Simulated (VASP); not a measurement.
Wanted: the native input for a VASP 6.6.1 run.

- Task: single point
- Functional: LDA
- Potentials or basis: VASP PAW LDA potentials, release 64 (Hf_pv, H)
- Cutoff: 520 eV
- k mesh: 9 × 9 × 9
- Occupations: fermi-dirac, width 0.1 eV
- Spin: no spin polarisation
- Dipole correction: no
- Further INCAR settings: ALGO = Normal; EDIFF = 1e-06; NBANDS = 14

The structure of HfH3 lies in POSCAR:

```
HfH3
1.0
    3.0845540000      0.0000000000      0.0000000000
    0.0000000000      3.0845540000      0.0000000000
    0.0000000000      0.0000000000      3.0845540000
Hf H
1 3
Direct
    0.0000000000      0.0000000000      0.0000000000
    0.0000000000      0.5000000000      0.5000000000
    0.5000000000      0.0000000000      0.5000000000
    0.5000000000      0.5000000000      0.0000000000
```

One way to write it, as run:

INCAR

```
PREC     = Accurate       # precision mode
ENCUT    = 520            # plane-wave cutoff, eV
EDIFF    = 1E-6           # SCF threshold, eV
ISMEAR   = -1             # smearing method
SIGMA    = 0.1            # smearing width, eV
LREAL    = False          # projectors in reciprocal space
LASPH    = True           # aspherical terms in the spheres
NELM     = 80             # most SCF steps
ALGO     = Normal         # electronic algorithm
ISIF     = 2              # what is computed and relaxed
LWAVE    = False          # write WAVECAR
LCHARG   = True           # write CHGCAR
LELF     = True           # ELF
LVHAR    = True         
NBANDS   = 14             # bands
```

KPOINTS

```
Automatic mesh
0
Gamma
  9 9 9
```

Potentials or basis: VASP PAW LDA potentials, release 64 (Hf_pv, H).

Command:

```sh
$ cat potpaw_LDA.64/Hf_pv/POTCAR potpaw_LDA.64/H/POTCAR > POTCAR
$ mpirun -np 1 vasp_std > vasp.out
```

Results of the run:

```
Pressure : -6.9 GPa
```

Run time: 6.5 s on 1 thread of Intel(R) Xeon(R) Platinum 8488C (Sapphire Rapids), with other jobs on the host, peak memory 0.13 GiB.
